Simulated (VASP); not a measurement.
The system is TaGe3.

```
CELL_PARAMETERS angstrom
4.08804 0.00000 0.00000
0.00000 4.08804 0.00000
0.00000 0.00000 4.08804
ATOMIC_POSITIONS crystal
Ta 0.00000 0.00000 0.00000
Ge 0.00000 0.50000 0.50000
Ge 0.50000 0.00000 0.50000
Ge 0.50000 0.50000 0.00000
```

| Quantity | Value |
| --- | --- |
| Program | VASP 6.6.1 |
| Task | relaxation of cell and atoms |
| Functional | PBE |
| Potentials or basis | VASP PAW PBE potentials, release 64 (Ta_pv, Ge_d) |
| Cutoff | 600 eV |
| k mesh | 12 × 12 × 12 |
| Occupations | gaussian, width 0.1 eV |
| Spin | no spin polarisation |

At the start: pressure 3.1 GPa; volume 17.08 Å³/atom.

Q: Where does the relaxation end?

A: Over 3 steps the energy falls by 4.6 meV/atom and the volume is 17.57 Å³/atom (+2.9 %); space group Pm-3m (No. 221, to 0.1 Å) before and after.

Step by step:
| step | energy change (eV) | largest force (eV/Å) | pressure (GPa) | volume (Å³) |
| --- | --- | --- | --- | --- |
| 1 | 0.0000 | 0.0000 | 3.08 | 68.32 |
| 2 | -0.0101 | 0.0000 | -1.91 | 71.62 |
| 3 | -0.0183 | 0.0000 | -0.08 | 70.27 |

Final structure:
```
CELL_PARAMETERS angstrom
4.12657 0.00000 0.00000
0.00000 4.12657 0.00000
0.00000 0.00000 4.12657
ATOMIC_POSITIONS crystal
Ta 0.00000 0.00000 0.00000
Ge 0.00000 0.50000 0.50000
Ge 0.50000 0.00000 0.50000
Ge 0.50000 0.50000 0.00000
```
